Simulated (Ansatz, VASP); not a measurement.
One calculation of ZrBr, two programs

```
Zr Br
1.0
     1.71580    0.99061    9.16599
    -1.71580    0.99061    9.16599
     0.00000   -1.98123    9.16599
Zr Br
2 2
Cartesian
  0.0000 0.0000 5.7526
  0.0000 0.0000 21.7454
  0.0000 0.0000 10.7710
  0.0000 0.0000 16.7270
```

Change from the starting cell: volume scaled by 0.94, crystal datasets.

Alike in both runs: task electric field gradients; functional LDA; k mesh 10 × 10 × 10; occupations fermi-dirac, width 0.02 eV; no spin polarisation.

|  | VASP | Ansatz |
| --- | --- | --- |
| version | VASP 6.6.1 | Ansatz 0.2.0 |
| potentials or method | VASP PAW LDA potentials, release 64 (Zr_sv, Br), cutoff 520 eV | all-electron PAW with datasets made for the crystal, scalar-relativistic |

Ansatz gave:

- pressure (GPa): 2.0
- traceless stress, the component that is largest in VASP (GPa): 0.53
- rms of the force components (eV/Å): 0.281
- size of Vzz on the site where it differs most (V/Å²): 11.5

Task: What did VASP give for the same quantities?

Result: Pressure (GPa): 2.2; traceless stress, the component that is largest in VASP (GPa): 0.56; rms of the force components (eV/Å): 0.289; size of Vzz on the site where it differs most (V/Å²): 15.8.

LDA's correlation is that of Perdew and Zunger in VASP and of Perdew and Wang (1992) in Ansatz. Atom by atom the forces differ by 0.010 eV/Å (rms over components). Ansatz ran all-electron here, and VASP with PAW potentials.
